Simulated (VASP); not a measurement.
Here is a VASP 6.6.1 calculation.

The input INCAR:

```
SYSTEM = Mo
ALGO = Normal
EDIFF = 1E-6
ENCUT = 520
GGA = PS
ISIF = 2
ISMEAR = -1
LASPH = .True.
LCHARG = .True.
LELF = .True.
LREAL = .False.
LVHAR = .True.
LWAVE = .False.
NBANDS = 21
NELM = 100
PREC = Accurate
SIGMA = 0.1
```

KPOINTS

```
k-points
0
Gamma
  15 15 8
  0 0 0
```

POSCAR

```
Mo
1.0
    2.6972330054      0.0000000000      0.0000000000
   -1.3486165027      2.3358723026      0.0000000000
    0.0000000000      0.0000000000      4.7577326903
Mo
2
Direct
    0.3333333333      0.6666666667      0.2500000000
    0.6666666667      0.3333333333      0.7500000000
```

Potentials or basis: VASP PAW PBE potentials, release 64 (Mo_sv).

Launch:

```sh
$ cat potpaw_PBE.64/Mo_sv/POTCAR > POTCAR
$ mpirun -np 1 vasp_std > vasp.out
```

Predict the pressure.

12.1 GPa.

What does it give for the band gap on the k mesh?

Zero (bands 14 and 15 overlap by 2.06 eV).

Stress tensor (GPa, compression positive):
```
12.67  0.00  0.00
 0.00 12.67  0.00
 0.00  0.00 10.91
```

Caveat: the cell stands under pressure; the PAW data sets were made with another functional, which shifts forces and pressure a little.
